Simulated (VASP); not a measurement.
# TiB2: single point with PBE

The system is TiB2.

```
Ti B
1.0
     3.07728    0.00000    0.00000
    -1.53864    2.66500    0.00000
     0.00000    0.00000    3.22423
Ti B
1 2
Direct
  0.00000 0.00000 0.00000
  0.33333 0.66667 0.50000
  0.66667 0.33333 0.50000
```

This cell differs from its parent crystal: strain +0.0150 x Voigt [1, 1, 0, 0, 0, 0].

```yaml
Program: VASP 6.6.1
Task: single point
Functional: PBE
Potentials_or_basis: VASP PAW PBE potentials, release 64 (Ti_sv, B)
Cutoff: 520 eV
k_mesh: 18 × 18 × 14
Occupations: gaussian, width 0.15 eV
Spin: no spin polarisation
```

* Pressure: -7.4 GPa
* Band gap on the k mesh: zero (band 9 reaches 9.99 eV, above the bottom of band 10 at 9.39 eV)

Stress tensor (GPa, compression positive):
```
-9.82  0.00  0.00
 0.00 -9.82  0.00
 0.00  0.00 -2.61
```

Levels at points of the mesh, in eV from the Fermi level:
```csv
k point,band 7,band 8,band 9,band 10,band 11,band 12
"(0.00, 0.00, 0.00)",-2.67,-2.14,-2.02,1.80,1.80,3.59
"(0.50, 0.00, 0.00)",-3.28,-3.03,-2.23,1.29,2.55,3.02
"(0.00, 0.00, 0.50)",-0.63,-0.63,-0.30,-0.30,0.40,0.40
"(0.50, 0.00, 0.50)",-4.61,-3.75,-3.18,2.45,2.74,4.32
```

Run time: 83 s on 1 thread of AMD EPYC 9R14 (Zen 4), on a shared host, peak memory 0.2 GiB.

Caveat: the cell differs from its parent crystal (strain +0.0150 x Voigt [1, 1, 0, 0, 0, 0]).
